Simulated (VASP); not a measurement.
A run of VASP 6.6.1:

POSCAR

```
Al
1.0
    0.0000000000      1.9974394157      1.9974394157
    1.9974394157      0.0000000000      1.9974394157
    1.9974394157      1.9974394157      0.0000000000
Al
1
Direct
    0.0000000000      0.0000000000      0.0000000000
```

The input INCAR.step1:

```
SYSTEM = Al
PREC = Accurate
ENCUT = 520
ISMEAR = 0
SIGMA = 0.1
LREAL = .False.
LASPH = .True.
NELM = 60
NBANDS = 8
GGA = PE
ALGO = Normal
EDIFF = 1E-4
LWAVE = .True.
LCHARG = .False.
```

File INCAR.step2:

```
SYSTEM = Al
PREC = Accurate
ENCUT = 520
EDIFF = 1E-6
ISMEAR = 0
SIGMA = 0.1
LREAL = .False.
LASPH = .True.
NELM = 60
ALGO = Normal
ISIF = 2
LWAVE = .False.
LCHARG = .False.
METAGGA = R2SCAN
LMIXTAU = .True.
NBANDS = 8
ISTART = 1
```

The input KPOINTS:

```
Automatic mesh
0
Gamma
  12 12 12
  0 0 0
```

Potentials or basis: VASP PAW PBE potentials, release 64 (Al).

Run with:

```sh
$ cat potpaw_PBE.64/Al/POTCAR > POTCAR
$ cp INCAR.step1 INCAR
$ mpirun -np 1 vasp_std > vasp.out
$ cp INCAR.step2 INCAR
$ mpirun -np 1 vasp_std > vasp.out
```

Hardware: 1 thread of Intel(R) Xeon(R) Platinum 8259CL CPU @ 2.50GHz (Skylake/Cascade Lake), on a shared host.

Question: Estimate the wall time of this run.

Answer: Run time: 28 s on 1 thread of Intel(R) Xeon(R) Platinum 8259CL CPU @ 2.50GHz (Skylake/Cascade Lake), with other jobs on the host, peak memory 0.13 GiB. Counts: k points 72.
